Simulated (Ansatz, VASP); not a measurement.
GaGe: VASP beside Ansatz

```
Ge Ga
1.0
     0.00000    2.89784    2.89784
     2.89784    0.00000    2.89784
     2.89784    2.89784    0.00000
Ge Ga
1 1
Direct
  0.00000 0.00000 0.00000
  0.25000 0.25000 0.25000
```

Alike in both runs: task single point; functional PBE; k mesh 5 × 5 × 5; occupations fermi-dirac, width 0.05 eV; no spin polarisation.

```csv
,VASP,Ansatz
version,VASP 6.6.1,Ansatz 0.2.0
potentials or method,"VASP PAW PBE potentials, release 64 (Ge_d, Ga_d)",Ansatz PAW
plane-wave cutoff (eV),520,420
valence electrons in the cell,27,27
```

|  | VASP | Ansatz | Ansatz less VASP |
| --- | --- | --- | --- |
| gap on the k mesh at the Fermi level (eV) | none | none | - |
| pressure (GPa) | -0.1 | -0.2 | -0.05 |

A gap of «none» marks a metal or a gap that the smearing closes. The functional is the same, so the differences come from potentials, cutoffs and numerics.

The k mesh is coarse, so the values compare programs but aren't converged.
